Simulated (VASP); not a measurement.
# C (Fd-3m) in VASP: single point with LDA

Aim: the single point of C with LDA.

All numbers are computed with VASP 6.6.1; they aren't measurements. Logs are shortened: lines on timing, memory, paths and dates and some standing lists are left out, and cuts for length are marked.

## (1) The cell of the first run

Symmetry: Fd-3m, No. 227, cubic system. The conventional cell has a = 3.567 Å, b = 3.567 Å, c = 3.567 Å, α = 90.00°, β = 90.00°, γ = 90.00°. Within 2.1 Å of C (site symmetry -43m) lie 4 C at 1.54 Å.

## (2) Single point, LDA

Input file INCAR:

```
SYSTEM = C
PREC = Accurate ; ENCUT = 600
EDIFF = 1E-6 ; ISMEAR = 0
SIGMA = 0.1 ; LREAL = .FALSE.
LASPH = .TRUE. ; NELM = 120
ALGO = Normal ; ISIF = 2
LWAVE = .FALSE. ; LCHARG = .TRUE.
LELF = .TRUE. ; LVHAR = .TRUE.
NBANDS = 11 ; GGA_COMPAT = .FALSE.
```

Input file KPOINTS:

```
Automatic mesh
0
G
  8 8 8
  0 0 0
```

Input file POSCAR:

```
C
1.0
    0.0000000000      1.7834000000      1.7834000000
    1.7834000000      0.0000000000      1.7834000000
    1.7834000000      1.7834000000      0.0000000000
C
2
Direct
    0.5000000000      0.5000000000      0.5000000000
    0.7500000000      0.7500000000      0.7500000000
```

Potentials or basis: VASP PAW LDA potentials, release 64 (C).

Run with:

```
> cat potpaw_LDA.64/C/POTCAR > POTCAR
> mpirun -np 1 vasp_std > vasp.out
```

OUTCAR:

```text
SYSTEM = C
   PREC = Accurate
   ENCUT = 600
   EDIFF = 1E-6
   ISMEAR = 0
   LREAL = .FALSE.
   LASPH = .TRUE.
   NELM = 120
   ISIF = 2

 ion  position               nearest neighbor table
   1  0.500  0.500  0.500-   2 1.54   2 1.54   2 1.54   2 1.54
   2  0.750  0.750  0.750-   1 1.54   1 1.54   1 1.54   1 1.54

  LATTYP: Found a face centered cubic cell.
 ALAT       =     3.5668000000

  Lattice vectors:

 A1 = (   0.0000000000,   1.7834000000,   1.7834000000)
 A2 = (   1.7834000000,   0.0000000000,   1.7834000000)
 A3 = (   1.7834000000,   1.7834000000,   0.0000000000)

Analysis of symmetry for initial positions (statically):
=====================================================================
 Subroutine PRICEL returns:
 Original cell was already a primitive cell.

 Routine SETGRP: Setting up the symmetry group for a
 face centered cubic supercell.

 Subroutine GETGRP returns: Found 48 space group operations
 (whereof 24 operations were pure point group operations)
 out of a pool of 48 trial point group operations.

The static configuration has the point symmetry T_d .
 The point group associated with its full space group is O_h .

Analysis of symmetry for dynamics (positions and initial velocities):
=====================================================================
 Subroutine PRICEL returns:
 Original cell was already a primitive cell.

 Routine SETGRP: Setting up the symmetry group for a
 face centered cubic supercell.

 Subroutine GETGRP returns: Found 48 space group operations
 (whereof 24 operations were pure point group operations)
 out of a pool of 48 trial point group operations.

The dynamic configuration has the point symmetry T_d .
 The point group associated with its full space group is O_h .

 Subroutine INISYM returns: Found 48 space group operations
 (whereof 24 operations are pure point group operations),
 and found     1 'primitive' translations

----------------------------------------------------------------------------------------

                                     Primitive cell

  volume of cell :      11.3443

  direct lattice vectors                    reciprocal lattice vectors
     0.000000000  1.783400000  1.783400000    -0.280363351  0.280363351  0.280363351
     1.783400000  0.000000000  1.783400000     0.280363351 -0.280363351  0.280363351
     1.783400000  1.783400000  0.000000000     0.280363351  0.280363351 -0.280363351

  length of vectors
     2.522108467  2.522108467  2.522108467     0.485603568  0.485603568  0.485603568

  position of ions in fractional coordinates (direct lattice)
     0.500000000  0.500000000  0.500000000
     0.750000000  0.750000000  0.750000000

  ion indices of the primitive-cell ions
   primitive index   ion index
                 1           1
                 2           2

----------------------------------------------------------------------------------------

 KPOINTS: Automatic mesh

Automatic generation of k-mesh.
 Grid dimensions read from file:
 generate k-points for:    8    8    8

 Generating k-lattice:

  Cartesian coordinates                     Fractional coordinates (reciprocal lattice)
    -0.035045419  0.035045419  0.035045419     0.125000000  0.000000000  0.000000000
     0.035045419 -0.035045419  0.035045419     0.000000000  0.125000000  0.000000000
     0.035045419  0.035045419 -0.035045419     0.000000000  0.000000000  0.125000000

  Length of vectors
     0.060700446  0.060700446  0.060700446

  Shift w.r.t. Gamma in fractional coordinates (k-lattice)
     0.000000000  0.000000000  0.000000000

 Subroutine IBZKPT returns following result:
 ===========================================

 Found     29 irreducible k-points:

 Following reciprocal coordinates:
            Coordinates               Weight
  0.000000  0.000000  0.000000      1.000000
  0.125000  0.000000  0.000000      8.000000
  0.250000  0.000000  0.000000      8.000000
  0.375000  0.000000  0.000000      8.000000
  0.500000  0.000000  0.000000      4.000000
  0.125000  0.125000  0.000000      6.000000
[... 16 lines left out ...]
  0.500000  0.250000  0.125000     48.000000
 -0.375000  0.250000  0.125000     24.000000
 [... further k-points ...]
   k-points           NKPTS =     29   k-points in BZ     NKDIM =     29   number of bands    NBANDS=     11
   number of dos      NEDOS =    301   number of ions     NIONS =      2
   total plane-waves  NPLWV =   8000
   dimension x,y,z NGX =    20 NGY =   20 NGZ =   20
   dimension x,y,z NGXF=    40 NGYF=   40 NGZF=   40
   ions per type =               2
   NGX,Y,Z   is equivalent  to a cutoff of  13.18, 13.18, 13.18 a.u.
   NGXF,Y,Z  is equivalent  to a cutoff of  26.37, 26.37, 26.37 a.u.
 SYSTEM =  C
   PREC   = accura    normal or accurate (medium, high low for compatibility)
   ISTART =      0    job   : 0-new  1-cont  2-samecut
   ICHARG =      2    charge: 1-file 2-atom 10-const
   ISPIN  =      1    spin polarized calculation?
   LNONCOLLINEAR =      F non collinear calculations
   LSORBIT =      F    spin-orbit coupling
   LASPH  =      T    aspherical Exc in radial PAW
   ENCUT  =  600.0 eV  44.10 Ry    6.64 a.u.   5.04  5.04  5.04*2*pi/ulx,y,z
   NELM   =    120;   NELMIN=  2; NELMDL= -5     # of ELM steps
   EDIFF  = 0.1E-05   stopping-criterion for ELM
   LREAL  =      F    real-space projection
   EDIFFG = 0.1E-04   stopping-criterion for IOM
   NSW    =      0    number of steps for IOM
   IBRION =     -1    ionic relax: 0-MD 1-quasi-New 2-CG
   NFREE  =      0    steps in history (QN), initial steepest desc. (CG)
   ISIF   =      2    stress and relaxation
   ISYM   =      2    0-nonsym 1-usesym 2-fastsym
   POTIM  = 0.5000    time-step for ionic-motion
   TEBEG  =    0.0;   TEEND  =   0.0 temperature during run
   PSTRESS=    0.0 pullay stress
   NELECT =       8.0000    total number of electrons
   NUPDOWN=      -1.0000    fix difference up-down
   EMIN   =  10.00;   EMAX   =-10.00  energy-range for DOS
   EFERMI =   0.00;   METHOD = LEGACY
   ISMEAR =     0;   SIGMA  =   0.10  broadening in eV -4-tet -1-fermi 0-gaus
   EFERMI_NEDOS =   21; number of points for ismear=-14 and -15
   IALGO  =     38    algorithm
   IMIX   =      4    mixing-type and parameters
     AMIX     =   0.40;   BMIX     =  1.00
     AMIX_MAG =   1.60;   BMIX_MAG =  1.00
  volume/ion in A,a.u.               =       5.67        38.28
  Fermi-wavevector in a.u.,A,eV,Ry     =   1.457178  2.753668 28.890189  2.123369
  Thomas-Fermi vector in A             =   2.574010
   LORBIT       =      0    0 simple, 1 ext, 2 COOP (PROOUT), +10 PAW based schemes
   GGA     = CA    functional components
   LHFCALC =     F    Hartree Fock is set to
   AEXX    =    0.0000 exact exchange contribution
   IVDW    =     0    specifies the selected vdW correction
   LEPSILON=     F    determine dielectric tensor
   LRPA    =     F    only Hartree local field effects (RPA)
 non-spin polarized calculation
 Gauss-broadening in eV      SIGMA  =   0.10
  energy-cutoff  :      600.00
  volume of cell :       11.34
 maximum number of plane-waves:       391
   NGX =  9   NGY =  9   NGZ =  9

 number of electron       7.9999999 magnetization

 Free energy of the ion-electron system (eV)
  ---------------------------------------------------
  ext. energy  EPLUGINS =         0.00000000
  ---------------------------------------------------
  free energy    TOTEN  =       -20.24064395 eV

  energy without entropy =      -20.24064395  energy(sigma->0) =      -20.24064395

 E-fermi :  10.2761     XC(G=0): -13.4993

 val. band max:        9.7216344461   @ k =   0.0000   0.0000   0.0000
 cond. band min:      13.8211793152   @ k =   0.3750   0.3750   0.0000
 fundamental gap:      4.0995448691
 Fermi energy:        10.2761469784

 k-point     1 :       0.0000    0.0000    0.0000
  band No.  band energies     occupation
      1     -11.5957      2.00000
      2       9.7216      2.00000
      3       9.7216      2.00000
      4       9.7216      2.00000
      5      15.2642      0.00000
      6      15.2642      0.00000
      7      15.2642      0.00000
      8      23.2763      0.00000
      9      28.7252      0.00000
     10      36.3524      0.00000
     11      36.3524      0.00000

 k-point     2 :       0.1250    0.0000    0.0000
  band No.  band energies     occupation
      1     -11.1641      2.00000
      2       7.3327      2.00000
      3       9.0710      2.00000
      4       9.0710      2.00000
      5      16.1172      0.00000
      6      16.1172      0.00000
      7      16.5632      0.00000
      8      23.5686      0.00000
      9      29.3529      0.00000
     10      33.1397      0.00000
     11      33.1397      0.00000

 k-point     3 :       0.2500    0.0000    0.0000
  band No.  band energies     occupation
      1      -9.8816      2.00000
      2       3.1872      2.00000
      3       7.9819      2.00000
      4       7.9819      2.00000
      5      17.4457      0.00000
      6      17.4457      0.00000
      7      17.9136      0.00000
      8      24.3080      0.00000
      9      30.1134      0.00000
     10      32.0379      0.00000
     11      32.0379      0.00000

 k-point     4 :       0.3750    0.0000    0.0000
  band No.  band energies     occupation
      1      -7.8097      2.00000
      2      -0.8833      2.00000
      3       7.2036      2.00000
      4       7.2036      2.00000
      5      18.0325      0.00000
      6      18.0325      0.00000
      7      18.5502      0.00000
      8      24.9509      0.00000
      9      30.5749      0.00000
     10      33.6041      0.00000
     11      33.6041      0.00000
[... 239 lines left out ...]
 k-point    22 :       0.3750    0.2500    0.1250
  band No.  band energies     occupation
      1      -8.7563      2.00000
      2       3.3060      2.00000
      3       4.2291      2.00000
      4       6.8546      2.00000
      5      16.2479      0.00000
      6      19.6878      0.00000
      7      21.2014      0.00000
      8      21.4393      0.00000
      9      30.3060      0.00000
     10      30.9296      0.00000
     11      35.2567      0.00000

 k-point    23 :       0.5000    0.2500    0.1250
  band No.  band energies     occupation
      1      -6.7247      2.00000
      2      -0.0400      2.00000
      3       3.4852      2.00000
      4       5.6506      2.00000
      5      17.6126      0.00000
      6      19.2912      0.00000
      7      22.1079      0.00000
      8      22.9397      0.00000
      9      29.5818      0.00000
     10      31.8587      0.00000
     11      35.6144      0.00000

 k-point    24 :      -0.3750    0.2500    0.1250
  band No.  band energies     occupation
      1      -4.7530      2.00000
      2      -2.6068      2.00000
      3       3.4643      2.00000
      4       5.0344      2.00000
      5      17.8943      0.00000
      6      19.1727      0.00000
      7      22.7540      0.00000
      8      24.4340      0.00000
      9      27.7732      0.00000
     10      33.3341      0.00000
     11      35.8576      0.00000

 [... further k-points ...]
[... 5 lines left out ...]
  --------------------------------------------------------------------------------------
  -------------------------------------------------------------------------------------
  Total       -0.8769555     -0.8769555     -0.8769555     -0.0000000      0.0000000      0.0000000
  in kB     -123.8545132   -123.8545132   -123.8545132     -0.0000000      0.0000000      0.0000000
  external PRESSURE =    -123.8545132 kB  Pullay stress =       0.0000000 kB

 VOLUME and BASIS-vectors are now :
 -----------------------------------------------------------------------------
  energy-cutoff  :      600.00
  volume of cell :       11.34
      direct lattice vectors                 reciprocal lattice vectors
     0.000000000  1.783400000  1.783400000    -0.280363351  0.280363351  0.280363351
     1.783400000  0.000000000  1.783400000     0.280363351 -0.280363351  0.280363351
     1.783400000  1.783400000  0.000000000     0.280363351  0.280363351 -0.280363351

 POSITION                                       TOTAL-FORCE (eV/Angst)
 -----------------------------------------------------------------------------------
      1.78340      1.78340      1.78340         0.000000      0.000000      0.000000
      2.67510      2.67510      2.67510        -0.000000     -0.000000     -0.000000
 -----------------------------------------------------------------------------------
    total drift:                                0.000000     -0.000000      0.000000

  FREE ENERGIE OF THE ION-ELECTRON SYSTEM (eV)
  ---------------------------------------------------
  free  energy   TOTEN  =       -20.2406439530 eV

  energy  without entropy=      -20.2406439530  energy(sigma->0) =      -20.24064395
```

Wall time 2.2 s (1 thread of AMD EPYC 9R45 (Zen 5), shared host); peak memory 0.08 GiB.

What came out:

```yaml
Free_energy: -20.2406 eV
Pressure: -12.4 GPa
Band_gap_on_the_k_mesh: 4.10 eV, indirect (least direct gap 5.54 eV)
```

Levels at points of the mesh, in eV from the valence-band top:
```
           k point  band 1  band 2  band 3  band 4  band 5  band 6  band 7  band 8  band 9
(0.00, 0.00, 0.00)  -21.32    0.00    0.00    0.00    5.54    5.54    5.54   13.55   19.00
(0.50, 0.00, 0.00)  -15.48  -13.36   -2.79   -2.79    8.38    8.38    9.01   15.40   21.51
(0.50, 0.50, 0.00)  -12.61  -12.61   -6.29   -6.29    4.71    4.71   16.62   16.62   22.92
```
